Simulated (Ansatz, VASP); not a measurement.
# Ti2Ge in VASP and in Ansatz

File INCAR:

```
PREC = Accurate ; ENCUT = 520
EDIFF = 1E-6 ; ISMEAR = 0
SIGMA = 0.1 ; LREAL = False
LASPH = True ; NELM = 150
ALGO = Fast ; ISIF = 2
LWAVE = False ; LCHARG = False
ISPIN = 2 ; MAGMOM = 1 1 1 1 0 0
LORBIT = 11 ; LMAXMIX = 4
GGA = PE ; NBANDS = 51
```

File KPOINTS:

```
regular mesh
0
Gamma
  4 4 4
```

Contents of POSCAR:

```
Ti2Ge
1.0
    0.0000000000      4.5985867373      4.5985867373
    4.5985867373      0.0000000000      4.5985867373
    4.5985867373      4.5985867373      0.0000000000
Ti Ge
4 2
Direct
    0.5993808589      0.2018574234      0.5993808589
    0.5993808589      0.5993808589      0.5993808589
    0.2018574234      0.5993808589      0.5993808589
    0.5993808589      0.5993808589      0.2018574234
    0.7500000000      0.7500000000      0.7500000000
    0.0000000000      0.0000000000      0.0000000000
```

Input for Ansatz:

```yaml
crystal:
  lattice:
    - [0.0, 4.5985867373, 4.5985867373]
    - [4.5985867373, 0.0, 4.5985867373]
    - [4.5985867373, 4.5985867373, 0.0]
  atoms:
    - { symbol: Ti, position: [0.5993808589, 0.2018574234, 0.5993808589], spin: 1.0 }
    - { symbol: Ti, position: [0.5993808589, 0.5993808589, 0.5993808589], spin: 1.0 }
    - { symbol: Ti, position: [0.2018574234, 0.5993808589, 0.5993808589], spin: 1.0 }
    - { symbol: Ti, position: [0.5993808589, 0.5993808589, 0.2018574234], spin: 1.0 }
    - { symbol: Ge, position: [0.75, 0.75, 0.75] }
    - { symbol: Ge, position: [0.0, 0.0, 0.0] }
basis:
  ecutwfc: 420
kpoints:
  mp_grid: { grid: [4, 4, 4] }
hamiltonian:
  xc: pbe
scf:
  occupations: { method: gaussian, width: 0.1 }
  lower_state_search: "off"
output:
  forces: true
  stress: true
  eigenvalues: true
  populations: true
magnetization:
  spin_polarized: true
```

Alike in both runs: task single point; functional PBE; k mesh 4 × 4 × 4; occupations gaussian, width 0.1 eV; collinear spin.

```csv
,VASP,Ansatz
version,VASP 6.6.1,Ansatz 0.2.0
potentials or method,"VASP PAW PBE potentials, release 64 (Ti_sv, Ge_d), cutoff 520 eV","scalar-relativistic, plane waves, PAW"
valence electrons in the cell,76,76
```

|  | VASP | Ansatz | Ansatz less VASP |
| --- | --- | --- | --- |
| gap on the k mesh at the Fermi level (eV) | none | none | - |
| pressure (GPa) | 1.0 | 1.0 | 0.00 |
| rms of the force components (eV/Å) | 0.001 | 0.004 | +0.0028 |
| net moment per atom (μB) | 1.04 | 1.04 | -0.002 |
| size of the moment on the site where the two differ most (μB) | 1.15 | 0.97 | -0.173 |

Site moments also hang on the region over which each program counts them. Atom by atom the forces differ by 0.003 eV/Å (rms over components). A gap of «none» marks a metal or a gap that the smearing closes.
